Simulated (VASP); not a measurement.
# Rb (I4/mmm) in VASP: further runs

Rb is run at these levels: PBE; tasks: single point.

Everything below comes from runs of VASP 6.6.1. Logs are shortened: lines on timing, memory, paths and dates and some standing lists are left out, and cuts for length are marked.

### Step 1. The cell of the first run

Symmetry: I4/mmm, No. 139, tetragonal system. The conventional cell has a = 5.909 Å, b = 5.909 Å, c = 5.462 Å, α = 90.00°, β = 90.00°, γ = 90.00°.

### Step 2. Single point, PBE

Contents of INCAR:

```
SYSTEM = Rb
PREC = Accurate
ENCUT = 520
EDIFF = 1E-6
ISMEAR = 1
SIGMA = 0.05
LREAL = .FALSE.
LASPH = .TRUE.
NELM = 60
ALGO = Normal
ISIF = 2
LWAVE = .FALSE.
LCHARG = .TRUE.
GGA = PE
LELF = .TRUE.
LVHAR = .TRUE.
NBANDS = 10
```

Contents of KPOINTS:

```
Automatic mesh
0
G
  2 2 2
  0 0 0
```

Contents of POSCAR:

```
Rb
1.0
   -2.9545118600      2.9545118600      2.7308452000
    2.9545118600     -2.9545118600      2.7308452000
    2.9545118600      2.9545118600     -2.7308452000
Rb
1
Direct
    0.0000000000      0.0000000000      0.0000000000
```

Potentials or basis: VASP PAW PBE potentials, release 64 (Rb_sv).

The run is started by

```
cat potpaw_PBE.64/Rb_sv/POTCAR > POTCAR
mpirun -np 1 vasp_std > vasp.out
```

OUTCAR:

```text
SYSTEM = Rb
   PREC = Accurate
   ENCUT = 520
   EDIFF = 1E-6
   ISMEAR = 1
   LREAL = .FALSE.
   LASPH = .TRUE.
   NELM = 60
   ISIF = 2
   GGA = PE

 ion  position               nearest neighbor table
   1  0.000  0.000  0.000-

  LATTYP: Found a body centered tetragonal cell.
 ALAT       =     5.9090237200
 C/A-ratio  =     0.9242965774

  Lattice vectors:

 A1 = (  -2.9545118600,   2.9545118600,   2.7308452000)
 A2 = (   2.9545118600,  -2.9545118600,   2.7308452000)
 A3 = (   2.9545118600,   2.9545118600,  -2.7308452000)

Analysis of symmetry for initial positions (statically):
=====================================================================
 Subroutine PRICEL returns:
 Original cell was already a primitive cell.

 Routine SETGRP: Setting up the symmetry group for a
 body centered tetragonal supercell.

 Subroutine GETGRP returns: Found 16 space group operations
 (whereof 16 operations were pure point group operations)
 out of a pool of 16 trial point group operations.

The static configuration has the point symmetry D_4h.

Analysis of symmetry for dynamics (positions and initial velocities):
=====================================================================
 Subroutine PRICEL returns:
 Original cell was already a primitive cell.

 Routine SETGRP: Setting up the symmetry group for a
 body centered tetragonal supercell.

 Subroutine GETGRP returns: Found 16 space group operations
 (whereof 16 operations were pure point group operations)
 out of a pool of 16 trial point group operations.

The dynamic configuration has the point symmetry D_4h.

 Subroutine INISYM returns: Found 16 space group operations
 (whereof 16 operations are pure point group operations),
 and found     1 'primitive' translations

----------------------------------------------------------------------------------------

                                     Primitive cell

  volume of cell :      95.3517

  direct lattice vectors                    reciprocal lattice vectors
    -2.954511860  2.954511860  2.730845200     0.000000000  0.169232693  0.183093498
     2.954511860 -2.954511860  2.730845200     0.169232693  0.000000000  0.183093498
     2.954511860  2.954511860 -2.730845200     0.169232693  0.169232693  0.000000000

  length of vectors
     4.991572515  4.991572515  4.991572515     0.249324956  0.249324956  0.239331170

  position of ions in fractional coordinates (direct lattice)
     0.000000000  0.000000000  0.000000000

  ion indices of the primitive-cell ions
   primitive index   ion index
                 1           1

----------------------------------------------------------------------------------------

 KPOINTS: Automatic mesh

Automatic generation of k-mesh.
 Grid dimensions read from file:
 generate k-points for:    2    2    2

 Generating k-lattice:

  Cartesian coordinates                     Fractional coordinates (reciprocal lattice)
     0.000000000  0.084616347  0.091546749     0.500000000  0.000000000  0.000000000
     0.084616347  0.000000000  0.091546749     0.000000000  0.500000000  0.000000000
     0.084616347  0.084616347  0.000000000     0.000000000  0.000000000  0.500000000

  Length of vectors
     0.124662478  0.124662478  0.119665585

  Shift w.r.t. Gamma in fractional coordinates (k-lattice)
     0.000000000  0.000000000  0.000000000

 Subroutine IBZKPT returns following result:
 ===========================================

 Found      4 irreducible k-points:

 Following reciprocal coordinates:
            Coordinates               Weight
  0.000000  0.000000  0.000000      1.000000
  0.500000  0.000000  0.000000      4.000000
  0.500000  0.500000  0.000000      2.000000
  0.500000  0.500000  0.500000      1.000000
   k-points           NKPTS =      4   k-points in BZ     NKDIM =      4   number of bands    NBANDS=     10
   number of dos      NEDOS =    301   number of ions     NIONS =      1
   total plane-waves  NPLWV =  64000
   dimension x,y,z NGX =    40 NGY =   40 NGZ =   40
   dimension x,y,z NGXF=    80 NGYF=   80 NGZF=   80
   ions per type =               1
   NGX,Y,Z   is equivalent  to a cutoff of  13.32, 13.32, 13.32 a.u.
   NGXF,Y,Z  is equivalent  to a cutoff of  26.64, 26.64, 26.64 a.u.
 SYSTEM =  Rb
   PREC   = accura    normal or accurate (medium, high low for compatibility)
   ISTART =      0    job   : 0-new  1-cont  2-samecut
   ICHARG =      2    charge: 1-file 2-atom 10-const
   ISPIN  =      1    spin polarized calculation?
   LNONCOLLINEAR =      F non collinear calculations
   LSORBIT =      F    spin-orbit coupling
   LASPH  =      T    aspherical Exc in radial PAW
   ENCUT  =  520.0 eV  38.22 Ry    6.18 a.u.   9.28  9.28  9.28*2*pi/ulx,y,z
   NELM   =     60;   NELMIN=  2; NELMDL= -5     # of ELM steps
   EDIFF  = 0.1E-05   stopping-criterion for ELM
   LREAL  =      F    real-space projection
   EDIFFG = 0.1E-04   stopping-criterion for IOM
   NSW    =      0    number of steps for IOM
   IBRION =     -1    ionic relax: 0-MD 1-quasi-New 2-CG
   NFREE  =      0    steps in history (QN), initial steepest desc. (CG)
   ISIF   =      2    stress and relaxation
   ISYM   =      2    0-nonsym 1-usesym 2-fastsym
   POTIM  = 0.5000    time-step for ionic-motion
   TEBEG  =    0.0;   TEEND  =   0.0 temperature during run
   PSTRESS=    0.0 pullay stress
   NELECT =       9.0000    total number of electrons
   NUPDOWN=      -1.0000    fix difference up-down
   EMIN   =  10.00;   EMAX   =-10.00  energy-range for DOS
   EFERMI =   0.00;   METHOD = LEGACY
   ISMEAR =     1;   SIGMA  =   0.05  broadening in eV -4-tet -1-fermi 0-gaus
   EFERMI_NEDOS =   21; number of points for ismear=-14 and -15
   IALGO  =     38    algorithm
   IMIX   =      4    mixing-type and parameters
     AMIX     =   0.40;   BMIX     =  1.00
     AMIX_MAG =   1.60;   BMIX_MAG =  1.00
  volume/ion in A,a.u.               =      95.35       643.47
  Fermi-wavevector in a.u.,A,eV,Ry     =   0.745383  1.408570  7.559340  0.555596
  Thomas-Fermi vector in A             =   1.840957
   LORBIT       =      0    0 simple, 1 ext, 2 COOP (PROOUT), +10 PAW based schemes
   GGA     = PE    functional components
   LHFCALC =     F    Hartree Fock is set to
   AEXX    =    0.0000 exact exchange contribution
   IVDW    =     0    specifies the selected vdW correction
   LEPSILON=     F    determine dielectric tensor
   LRPA    =     F    only Hartree local field effects (RPA)
 non-spin polarized calculation
 Methfessel and Paxton  Order N= 1 SIGMA  =   0.05
  energy-cutoff  :      520.00
  volume of cell :       95.35
 maximum number of plane-waves:      2572
 NGX is ok and might be reduce to    40
   NGX = 19   NGY = 19   NGZ = 19

 number of electron       9.0000000 magnetization

 Free energy of the ion-electron system (eV)
  ---------------------------------------------------
  ext. energy  EPLUGINS =         0.00000000
  ---------------------------------------------------
  free energy    TOTEN  =        -0.56213720 eV

  energy without entropy =       -0.55697954  energy(sigma->0) =       -0.56041798

 E-fermi :   0.2666     XC(G=0):  -5.2948

 val. band max:        0.0704903248   @ k =   0.5000   0.5000   0.0000
 cond. band min:       0.2821654168   @ k =   0.5000   0.0000   0.0000
 fundamental gap:      0.2116750920
 Fermi energy:         0.2665882604

 k-point     1 :       0.0000    0.0000    0.0000
  band No.  band energies     occupation
      1     -28.9346      2.00000
      2     -12.9956      2.00000
      3     -12.9956      2.00000
      4     -12.9544      2.00000
      5      -1.9438      2.00000
      6       3.2965      0.00000
      7       3.7362      0.00000
      8       3.7362      0.00000
      9       4.2350      0.00000
     10       4.8010      0.00000

 k-point     2 :       0.5000    0.0000    0.0000
  band No.  band energies     occupation
      1     -28.9311      2.00000
      2     -13.0602      2.00000
      3     -13.0244      2.00000
      4     -12.9748      2.00000
      5       0.2822      0.50000
      6       0.7808     -0.00000
      7       2.3805      0.00000
      8       4.1618      0.00000
      9       4.9311      0.00000
     10       5.2683      0.00000

 k-point     3 :       0.5000    0.5000    0.0000
  band No.  band energies     occupation
      1     -28.9314      2.00000
      2     -13.0776      2.00000
      3     -12.9928      2.00000
      4     -12.9784      2.00000
      5       0.0705      2.00000
      6       0.6544     -0.00000
      7       2.8419      0.00000
      8       3.9262      0.00000
      9       4.8966      0.00000
     10       5.3056      0.00000

 k-point     4 :       0.5000    0.5000    0.5000
  band No.  band energies     occupation
      1     -28.9286      2.00000
      2     -13.0583      2.00000
      3     -13.0583      2.00000
      4     -13.0049      2.00000
      5       1.2359     -0.00000
      6       1.3115      0.00000
      7       2.8213      0.00000
      8       2.8213      0.00000
      9       3.6368      0.00000
     10       4.5141      0.00000

------------------------ aborting loop because EDIFF is reached ----------------------------------------

  FORCE on cell =-STRESS in cart. coord.  units (eV):
  Direction    XX          YY          ZZ          XY          YZ          ZX
  --------------------------------------------------------------------------------------
  -------------------------------------------------------------------------------------
  Total        0.1019513      0.1019513     -0.5061458      0.0000000      0.0000000      0.0000000
  in kB        1.7130683      1.7130683     -8.5046741      0.0000000      0.0000000      0.0000000
  external PRESSURE =      -1.6928458 kB  Pullay stress =       0.0000000 kB

 VOLUME and BASIS-vectors are now :
 -----------------------------------------------------------------------------
  energy-cutoff  :      520.00
  volume of cell :       95.35
      direct lattice vectors                 reciprocal lattice vectors
    -2.954511860  2.954511860  2.730845200     0.000000000  0.169232693  0.183093498
     2.954511860 -2.954511860  2.730845200     0.169232693  0.000000000  0.183093498
     2.954511860  2.954511860 -2.730845200     0.169232693  0.169232693  0.000000000

 POSITION                                       TOTAL-FORCE (eV/Angst)
 -----------------------------------------------------------------------------------
      0.00000      0.00000      0.00000        -0.000000     -0.000000     -0.000000
 -----------------------------------------------------------------------------------
    total drift:                               -0.000000      0.000000     -0.000000

  FREE ENERGIE OF THE ION-ELECTRON SYSTEM (eV)
  ---------------------------------------------------
  free  energy   TOTEN  =        -0.5621371971 eV

  energy  without entropy=       -0.5569795418  energy(sigma->0) =       -0.56041798
```

It took 6.7 s on 1 thread of Intel Xeon 6975P-C, shared host; peak memory 0.22 GiB.

Results:

```
Free energy : -0.5621 eV
Pressure    : -0.2 GPa
```

Stress tensor (GPa, compression positive):
```
 0.17  0.00  0.00
 0.00  0.17  0.00
 0.00  0.00 -0.85
```

Caveat: the k points lie up to 0.78 Å⁻¹ apart.

### Step 3. Single point, PBE

Contents of INCAR:

```
  PREC = Accurate
  ENCUT = 520
  EDIFF = 1E-6
  ISMEAR = 1
  SIGMA = 0.05
  LREAL = False
  LASPH = True
  NELM = 100
  ALGO = Normal
  ISIF = 2
  LWAVE = False
  LCHARG = False
  GGA = PE
  NBANDS = 10
```

Contents of KPOINTS:

```
Automatic mesh
0
Gamma
  3 3 3
```

POSCAR is that of step 2.

Potentials or basis: VASP PAW PBE potentials, release 64 (Rb_sv).

The run is started by

```
cat potpaw_PBE.64/Rb_sv/POTCAR > POTCAR
mpirun -np 1 vasp_std > vasp.out
```

Wall time 6.4 s (1 thread of Intel Xeon 6975P-C, shared host); peak memory 0.22 GiB.

It converged, with:

```
Free energy : -1.0153 eV
Pressure    : -0.2 GPa
```

Stress tensor (GPa, compression positive):
```
-0.24  0.00  0.00
 0.00 -0.24  0.00
 0.00  0.00 -0.12
```

Levels at points of the mesh, in eV from the Fermi level:
```
           k point  band 1  band 2  band 3  band 4  band 5  band 6  band 7  band 8  band 9
(0.00, 0.00, 0.00)  -29.07  -13.12  -13.12  -13.12   -2.05    3.24    3.64    3.64    4.12
```

Caveat: the k points lie up to 0.52 Å⁻¹ apart.
